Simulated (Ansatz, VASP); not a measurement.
**TiAl2 in VASP and in Ansatz**

POSCAR

```
TiAl2
1.0
    1.9795500000     -6.0472000000      0.0000000000
    1.9795500000      6.0472000000      0.0000000000
    0.0000000000      0.0000000000      4.0315000000
Ti Al
2 4
Direct
    0.6490000000      0.3510000000      0.0000000000
    0.3510000000      0.6490000000      0.0000000000
    0.0000000000      0.0000000000      0.0000000000
    0.8240000000      0.1760000000      0.5000000000
    0.1760000000      0.8240000000      0.5000000000
    0.5000000000      0.5000000000      0.5000000000
```

Contents of INCAR.step1:

```
  PREC = Accurate
  ENCUT = 520
  ISMEAR = 0
  SIGMA = 0.2
  LREAL = F
  LASPH = T
  NELM = 100
  NBANDS = 27
  GGA = PE
  ALGO = Normal
  EDIFF = 1E-4
  LWAVE = T
  LCHARG = F
```

File INCAR.step2:

```
  PREC = Accurate
  ENCUT = 520
  EDIFF = 1E-6
  ISMEAR = 0
  SIGMA = 0.2
  LREAL = F
  LASPH = T
  NELM = 100
  ALGO = Normal
  ISIF = 2
  LWAVE = F
  LCHARG = F
  METAGGA = R2SCAN
  LMIXTAU = T
  NBANDS = 27
  ISTART = 1
```

Contents of KPOINTS:

```
regular mesh
0
Gamma
  10 10 10
```

Input for Ansatz:

```yaml
crystal:
  lattice:
    - [1.97955, -6.0472, 0.0]
    - [1.97955, 6.0472, 0.0]
    - [0.0, 0.0, 4.0315]
  atoms:
    - { symbol: Ti, position: [0.649, 0.351, 0.0] }
    - { symbol: Ti, position: [0.351, 0.649, 0.0] }
    - { symbol: Al, position: [0.0, 0.0, 0.0] }
    - { symbol: Al, position: [0.824, 0.176, 0.5] }
    - { symbol: Al, position: [0.176, 0.824, 0.5] }
    - { symbol: Al, position: [0.5, 0.5, 0.5] }
basis:
  ecutwfc: 500
kpoints:
  mp_grid: { grid: [10, 10, 10] }
hamiltonian:
  xc: r2scan
scf:
  occupations: { method: gaussian, width: 0.2 }
output:
  forces: true
  stress: true
  eigenvalues: true
```

Alike in both runs: task single point; functional r2SCAN; k mesh 10 × 10 × 10; occupations gaussian, width 0.2 eV; no spin polarisation.

|  | VASP | Ansatz |
| --- | --- | --- |
| version | VASP 6.6.1 | Ansatz 0.2.0 |
| potentials or method | VASP PAW PBE potentials, release 64 (Ti_sv, Al), cutoff 520 eV | scalar-relativistic, plane waves, PAW |
| valence electrons in the cell | 36 | 36 |

```csv
,VASP,Ansatz,Ansatz less VASP
gap on the k mesh at the Fermi level (eV),none,none,-
pressure (GPa),-1.8,-1.8,+0.01
"traceless stress, the component that is largest in VASP (GPa)",1.62,1.61,-0.014
rms of the force components (eV/Å),0.334,0.332,-0.0015
```

VASP's potentials were made for PBE, not for r2SCAN. Atom by atom the forces differ by 0.002 eV/Å (rms over components). A gap of «none» marks a metal or a gap that the smearing closes.
